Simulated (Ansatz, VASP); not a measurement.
**Pd: VASP beside Ansatz**

The input INCAR:

```
SYSTEM = Pd
AGGAC = 1.0 ; AGGAX = 1.0
ALDAC = 0.0 ; ALDAX = 1.0
ALGO = Normal ; EDIFF = 1E-6
EDIFFG = -0.01 ; ENCUT = 600
GGA = B5 ; IBRION = 2
ISIF = 3 ; ISMEAR = -1
ISPIN = 2 ; LASPH = .True.
LCHARG = .False. ; LMAXMIX = 4
LORBIT = 11 ; LREAL = .False.
LWAVE = .False. ; MAGMOM = 0.5 -0.5
NELM = 150 ; NSW = 80
PREC = Accurate ; SIGMA = 0.05
```

File KPOINTS:

```
k-points
0
Gamma
  11 11 8
  0 0 0
```

File POSCAR:

```
Pd
1.0
    2.7505039575      0.0000000000      0.0000000000
    0.0000000000      2.7505039575      0.0000000000
    0.0000000000      0.0000000000      3.8898000000
Pd
2
Direct
    0.0000000000      0.0000000000      0.0000000000
    0.5000000000      0.5000000000      0.5000000000
```

Input for Ansatz:

```yaml
crystal:
  lattice:
    - [2.7505039575, 0.0, 0.0]
    - [0.0, 2.7505039575, 0.0]
    - [0.0, 0.0, 3.8898]
  atoms:
    - { symbol: Pd, position: [0.0, 0.0, 0.0], spin: 0.5 }
    - { symbol: Pd, position: [0.5, 0.5, 0.5], spin: -0.5 }
hamiltonian:
  xc: blyp
  pseudopotentials:
    kind: paw
    azcp:
      Pd: "pseudopotentials/Pd.paw.azcp"
basis:
  ecutwfc: 420
  fft_grid_basis: typed
kpoints:
  mp_grid: { grid: [11, 11, 8], shift: [0, 0, 0] }
magnetization:
  spin_polarized: true
scf:
  occupations: { method: fermi_dirac, width: 0.05 }
relax:
  max_steps: 60
  f_tol: 0.01
  cell: {}
```

Alike in both runs: task relaxation of cell and atoms; functional BLYP; k mesh 11 × 11 × 8; occupations fermi-dirac, width 0.05 eV; collinear spin.

|  | VASP | Ansatz |
| --- | --- | --- |
| version | VASP 6.6.1 | Ansatz 0.2.0 |
| potentials or method | VASP PAW PBE potentials, release 64 (Pd), cutoff 600 eV | plane waves (420 eV) with PAW, scalar-relativistic |
| valence electrons in the cell | 20 | 36 |

|  | VASP | Ansatz | Ansatz less VASP |
| --- | --- | --- | --- |
| net moment per atom (μB) | 0.00 | 0.00 | 0.000 |
| relaxed volume (Å³/atom) | 16.37 | 16.34 | -0.032 |
| relaxed cell length with the largest relative difference (Å) | 2.850 | 2.848 | -0.0019 |

VASP's potentials were made for PBE, not for BLYP. VASP's potentials hold 20 valence electrons a cell and Ansatz's 36, so a difference there can come from the potentials and not from the codes. Ansatz's warnings: seeded moment not kept.
